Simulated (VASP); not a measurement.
**Au: single point with LDA**

The system is Au.

```
CELL_PARAMETERS angstrom
0.00000 2.89399 2.89399
2.89399 0.00000 2.89399
2.89399 2.89399 0.00000
ATOMIC_POSITIONS crystal
Au 0.87500 0.87500 0.87500
Au 0.12500 0.12500 0.12500
```

This isn't the form of Au at room conditions, which is fcc.

```yaml
Program: VASP 6.6.1
Task: single point
Functional: LDA
Potentials_or_basis: VASP PAW LDA potentials, release 64 (Au)
Cutoff: 520 eV
k_mesh: 12 × 12 × 12
Occupations: fermi-dirac, width 0.1 eV
Spin: no spin polarisation
```

```yaml
Pressure: 8.8 GPa
Band_gap_on_the_k_mesh: zero (bands 11 and 12 overlap by 0.66 eV)
```

Levels at points of the mesh, in eV from the Fermi level:
```csv
k point,band 9,band 10,band 11,band 12,band 13,band 14
"(0.00, 0.00, 0.00)",-2.67,-1.22,-1.22,9.87,10.28,10.80
"(0.50, 0.00, 0.00)",-1.51,-1.47,-1.47,-0.25,7.37,7.37
"(0.50, 0.50, 0.00)",-1.25,-1.25,0.39,0.39,3.63,3.63
```

Run time: 55 s on 1 thread of Intel Xeon 8259CL (shared host), peak memory 0.18 GiB.

Caveat: the cell stands under pressure; spin-orbit coupling is left out, which moves the levels of the heavy elements.
